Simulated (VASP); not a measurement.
Here is a VASP 6.6.1 calculation.

Contents of INCAR:

```
  PREC = Accurate
  ENCUT = 520
  EDIFF = 1E-7
  ISMEAR = 0
  SIGMA = 0.1
  LREAL = F
  LASPH = T
  NELM = 100
  ALGO = Normal
  ISIF = 2
  LWAVE = F
  LCHARG = T
  GGA = PE
  LELF = T
  LVHAR = T
  NBANDS = 19
```

Contents of KPOINTS:

```
Automatic mesh
0
Gamma
  8 8 8
```

File POSCAR:

```
Mg3ZnC
1.0
    4.4019241790      0.0000000000      0.0000000000
    0.0000000000      4.4019241790      0.0000000000
    0.0000000000      0.0000000000      4.4019241790
Mg Zn C
3 1 1
Direct
    0.0000000000      0.5000000000      0.0000000000
    0.0000000000      0.0000000000      0.5000000000
    0.5000000000      0.0000000000      0.0000000000
    0.5000000000      0.5000000000      0.5000000000
    0.0000000000      0.0000000000      0.0000000000
```

Potentials or basis: VASP PAW PBE potentials, release 64 (Mg, Zn, C).

Run with:

```bash
$ cat potpaw_PBE.64/Mg/POTCAR potpaw_PBE.64/Zn/POTCAR potpaw_PBE.64/C/POTCAR > POTCAR
$ mpirun -np 1 vasp_std > vasp.out
```

Task: Predict the band gap on the k mesh.

Result: Zero (bands 11 and 12 overlap by 3.41 eV).

Task: What does it give for the pressure?

Result: -0.1 GPa.
